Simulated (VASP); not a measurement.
A run of VASP 6.6.1 is set up as follows.

INCAR

```
ALGO = Normal
EDIFF = 1E-7
ENCUT = 520
GGA = PE
ISIF = 2
ISMEAR = -1
LASPH = True
LCHARG = True
LELF = True
LREAL = False
LVHAR = True
LWAVE = False
NBANDS = 9
NELM = 100
PREC = Accurate
SIGMA = 0.1
```

The input KPOINTS:

```
k-points
0
Gamma
  10 10 6
```

Contents of POSCAR:

```
Mg
1.0
    3.2926954834      0.0000000000      0.0000000000
   -1.6463477417      2.8515579372      0.0000000000
    0.0000000000      0.0000000000      5.3456926050
Mg
2
Direct
    0.3333333333      0.6666666667      0.2500000000
    0.6666666667      0.3333333333      0.7500000000
```

Potentials or basis: VASP PAW PBE potentials, release 64 (Mg).

Launch:

```sh
$ cat potpaw_PBE.64/Mg/POTCAR > POTCAR
$ mpirun -np 1 vasp_std > vasp.out
```

Task: Predict the pressure.

Result: -2.7 GPa.

Task: Predict the band gap on the k mesh.

Result: Zero (band 2 reaches 2.87 eV, above the bottom of band 3 at 0.94 eV).

Stress tensor (GPa, compression positive):
```
-2.88  0.00  0.00
 0.00 -2.88  0.00
 0.00  0.00 -2.33
```
